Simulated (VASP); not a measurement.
# BeS (F-43m) in VASP: single point with PBE

Aim: the single point of BeS with PBE.

Everything below comes from runs of VASP 6.6.1. Logs are shortened: lines on timing, memory, paths and dates and some standing lists are left out, and cuts for length are marked.

## (1) The cell of the first run

The structure is cubic, space group F-43m (No. 216). Conventional cell: a = 4.850 Å, b = 4.850 Å, c = 4.850 Å, α = 90.00°, β = 90.00°, γ = 90.00°. Be (site symmetry -43m) has 4 S at 2.10 Å within 2.8 Å. Within 2.8 Å of S (site symmetry -43m) lie 4 Be at 2.10 Å.

## (2) Single point, PBE

Input file INCAR:

```
SYSTEM = BeS
ALGO     = Normal         ! electronic algorithm
EDIFF    = 1E-7           ! SCF threshold, eV
ENCUT    = 520            ! plane-wave cutoff, eV
GGA      = PE             ! functional
ISIF     = 2              ! what is computed and relaxed
ISMEAR   = 0              ! smearing method
LASPH    = .True.         ! aspherical terms in the spheres
LCHARG   = .False.        ! write CHGCAR
LREAL    = .False.        ! projectors in reciprocal space
LWAVE    = .False.        ! write WAVECAR
NBANDS   = 11             ! bands
NELM     = 60             ! most SCF steps
PREC     = Accurate       ! precision mode
SIGMA    = 0.01           ! smearing width, eV
```

Input file KPOINTS:

```
k-points
0
Gamma
  6 6 6
  0 0 0
```

Input file POSCAR:

```
BeS
1.0
    0.0000000000      2.4250000000      2.4250000000
    2.4250000000      0.0000000000      2.4250000000
    2.4250000000      2.4250000000      0.0000000000
Be S
1 1
Direct
    0.0000000000      0.0000000000      0.0000000000
    0.2500000000      0.2500000000      0.2500000000
```

Potentials or basis: VASP PAW PBE potentials, release 64 (Be, S).

Run with:

```
> cat potpaw_PBE.64/Be/POTCAR potpaw_PBE.64/S/POTCAR > POTCAR
> mpirun -np 1 vasp_std > vasp.out
```

OUTCAR:

```text
SYSTEM = BeS
   EDIFF = 1E-7
   ENCUT = 520
   GGA = PE
   ISIF = 2
   ISMEAR = 0
   LASPH = .True.
   LREAL = .False.
   NELM = 60
   PREC = Accurate

 ion  position               nearest neighbor table
   1  0.000  0.000  0.000-   2 2.10   2 2.10   2 2.10   2 2.10
   2  0.250  0.250  0.250-   1 2.10   1 2.10   1 2.10   1 2.10

  LATTYP: Found a face centered cubic cell.
 ALAT       =     4.8500000000

  Lattice vectors:

 A1 = (   0.0000000000,   2.4250000000,   2.4250000000)
 A2 = (   2.4250000000,   0.0000000000,   2.4250000000)
 A3 = (   2.4250000000,   2.4250000000,   0.0000000000)

Analysis of symmetry for initial positions (statically):
=====================================================================
 Subroutine PRICEL returns:
 Original cell was already a primitive cell.

 Routine SETGRP: Setting up the symmetry group for a
 face centered cubic supercell.

 Subroutine GETGRP returns: Found 24 space group operations
 (whereof 24 operations were pure point group operations)
 out of a pool of 48 trial point group operations.

The static configuration has the point symmetry T_d .

Analysis of symmetry for dynamics (positions and initial velocities):
=====================================================================
 Subroutine PRICEL returns:
 Original cell was already a primitive cell.

 Routine SETGRP: Setting up the symmetry group for a
 face centered cubic supercell.

 Subroutine GETGRP returns: Found 24 space group operations
 (whereof 24 operations were pure point group operations)
 out of a pool of 48 trial point group operations.

The dynamic configuration has the point symmetry T_d .

 Subroutine INISYM returns: Found 24 space group operations
 (whereof 24 operations are pure point group operations),
 and found     1 'primitive' translations

----------------------------------------------------------------------------------------

                                     Primitive cell

  volume of cell :      28.5210

  direct lattice vectors                    reciprocal lattice vectors
     0.000000000  2.425000000  2.425000000    -0.206185567  0.206185567  0.206185567
     2.425000000  0.000000000  2.425000000     0.206185567 -0.206185567  0.206185567
     2.425000000  2.425000000  0.000000000     0.206185567  0.206185567 -0.206185567

  length of vectors
     3.429467889  3.429467889  3.429467889     0.357123878  0.357123878  0.357123878

[... 78 lines left out ...]
   ISYM   =      2    0-nonsym 1-usesym 2-fastsym
   POTIM  = 0.5000    time-step for ionic-motion
   TEBEG  =    0.0;   TEEND  =   0.0 temperature during run
   PSTRESS=    0.0 pullay stress
   NELECT =       8.0000    total number of electrons
   NUPDOWN=      -1.0000    fix difference up-down
   EMIN   =  10.00;   EMAX   =-10.00  energy-range for DOS
   EFERMI =   0.00;   METHOD = LEGACY
   ISMEAR =     0;   SIGMA  =   0.01  broadening in eV -4-tet -1-fermi 0-gaus
   EFERMI_NEDOS =   21; number of points for ismear=-14 and -15
   IALGO  =     38    algorithm
   IMIX   =      4    mixing-type and parameters
     AMIX     =   0.40;   BMIX     =  1.00
     AMIX_MAG =   1.60;   BMIX_MAG =  1.00
  volume/ion in A,a.u.               =      14.26        96.23
  Fermi-wavevector in a.u.,A,eV,Ry     =   1.071642  2.025110 15.625158  1.148417
  Thomas-Fermi vector in A             =   2.207388
   LORBIT       =      0    0 simple, 1 ext, 2 COOP (PROOUT), +10 PAW based schemes
   GGA     = PE    functional components
   LHFCALC =     F    Hartree Fock is set to
   AEXX    =    0.0000 exact exchange contribution
   IVDW    =     0    specifies the selected vdW correction
   LEPSILON=     F    determine dielectric tensor
   LRPA    =     F    only Hartree local field effects (RPA)
 non-spin polarized calculation
 Gauss-broadening in eV      SIGMA  =   0.01
  energy-cutoff  :      520.00
  volume of cell :       28.52
 maximum number of plane-waves:       778
 NGX is ok and might be reduce to    28
   NGX = 13   NGY = 13   NGZ = 13

 number of electron       7.9999999 magnetization

 Free energy of the ion-electron system (eV)
  ---------------------------------------------------
  ext. energy  EPLUGINS =         0.00000000
  ---------------------------------------------------
  free energy    TOTEN  =       -10.00829263 eV

  energy without entropy =      -10.00829263  energy(sigma->0) =      -10.00829263

 E-fermi :   4.2313     XC(G=0):  -9.7300

 val. band max:        4.1768437648   @ k =   0.0000   0.0000   0.0000
 cond. band min:       7.2865906109   @ k =   0.5000   0.5000   0.0000
 fundamental gap:      3.1097468461
 Fermi energy:         4.2312878066

 k-point     1 :       0.0000    0.0000    0.0000
  band No.  band energies     occupation
      1      -9.5161      2.00000
      2       4.1768      2.00000
      3       4.1768      2.00000
      4       4.1768      2.00000
      5       9.8453      0.00000
      6       9.8453      0.00000
      7       9.8453      0.00000
      8      10.0625      0.00000
      9      16.9897      0.00000
     10      16.9897      0.00000
     11      19.0480      0.00000
[... 197 lines left out ...]
 k-point    16 :      -0.3333    0.5000    0.1667
  band No.  band energies     occupation
      1      -7.3213      2.00000
      2      -0.4233      2.00000
      3       0.7583      2.00000
      4       0.9847      2.00000
      5       9.3258      0.00000
      6      10.8485      0.00000
      7      14.2053      0.00000
      8      14.6669      0.00000
      9      18.6495      0.00000
     10      18.6656      0.00000
     11      21.1844      0.00000

------------------------ aborting loop because EDIFF is reached ----------------------------------------

  FORCE on cell =-STRESS in cart. coord.  units (eV):
  Direction    XX          YY          ZZ          XY          YZ          ZX
  --------------------------------------------------------------------------------------
  -------------------------------------------------------------------------------------
  Total        0.2834207      0.2834207      0.2834207      0.0000000      0.0000000     -0.0000000
  in kB       15.9212410     15.9212410     15.9212410      0.0000000      0.0000000     -0.0000000
  external PRESSURE =      15.9212410 kB  Pullay stress =       0.0000000 kB

 VOLUME and BASIS-vectors are now :
 -----------------------------------------------------------------------------
  energy-cutoff  :      520.00
  volume of cell :       28.52
      direct lattice vectors                 reciprocal lattice vectors
     0.000000000  2.425000000  2.425000000    -0.206185567  0.206185567  0.206185567
     2.425000000  0.000000000  2.425000000     0.206185567 -0.206185567  0.206185567
     2.425000000  2.425000000  0.000000000     0.206185567  0.206185567 -0.206185567

 POSITION                                       TOTAL-FORCE (eV/Angst)
 -----------------------------------------------------------------------------------
      0.00000      0.00000      0.00000         0.000000     -0.000000     -0.000000
      1.21250      1.21250      1.21250        -0.000000      0.000000      0.000000
 -----------------------------------------------------------------------------------
    total drift:                               -0.000000     -0.000000      0.000000

  FREE ENERGIE OF THE ION-ELECTRON SYSTEM (eV)
  ---------------------------------------------------
  free  energy   TOTEN  =       -10.0082926296 eV

  energy  without entropy=      -10.0082926296  energy(sigma->0) =      -10.00829263
```

Run time: 9.8 s. Hardware: 1 thread of AMD EPYC 7R43 (Zen 3), shared host; peak memory 0.11 GiB.

What came out:

```yaml
Free_energy: -10.0083 eV
Pressure: 1.6 GPa
Band_gap_on_the_k_mesh: 3.11 eV, indirect (least direct gap 5.67 eV)
```

Levels at points of the mesh, in eV from the valence-band top:
```
           k point  band 1  band 2  band 3  band 4  band 5  band 6  band 7  band 8  band 9
(0.00, 0.00, 0.00)  -13.69    0.00    0.00    0.00    5.67    5.67    5.67    5.89   12.81
(0.50, 0.00, 0.00)  -12.08   -5.79   -1.03   -1.03    5.48    6.56    6.56   11.21   14.94
(0.50, 0.50, 0.00)  -11.54   -5.02   -2.64   -2.64    3.11    4.92   12.78   12.78   15.56
```

A k mesh can miss the band edges. PBE gaps usually lie below the measured ones, often by a third to a half.
